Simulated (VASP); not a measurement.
Runs of VASP 6.6.1 on Te2Mo. The structure is that of space group P-6m2 (No. 187), or close to it. The cells are those of the table. 

| cell | gap on the mesh (eV) | largest force (eV/Å) |
| --- | --- | --- |
| a = 3.560, b = 3.560, c = 18.050 Å, angles 90.0, 90.0, 120.0°, 3 atoms | 1.10 | 1.04 |
| a = 3.560, b = 3.560, c = 17.699 Å, angles 90.0, 90.0, 120.0°, 3 atoms | (a) | 0.60 |
| a = 3.560, b = 3.560, c = 18.225 Å, angles 90.0, 90.0, 120.0°, 3 atoms | 1.11 | 1.24 |
| a = 3.560, b = 3.560, c = 17.349 Å, angles 90.0, 90.0, 120.0°, 3 atoms | 1.02 | 0.12 |

Alike in all rows: task single point; level LDA; potentials or basis VASP PAW LDA potentials, release 64 (Te, Mo_sv); no spin polarisation; k mesh 9 × 9 × 2; cutoff (eV) 520; smearing gaussian 0.05 eV.

Task: Fill in the values left out.

Result: (a) 1.06.

Caveats: spin-orbit coupling is left out, which moves the levels of the heavy elements.

A k mesh can miss the band edges, and the runs leave out spin-orbit coupling on Mo, Te.
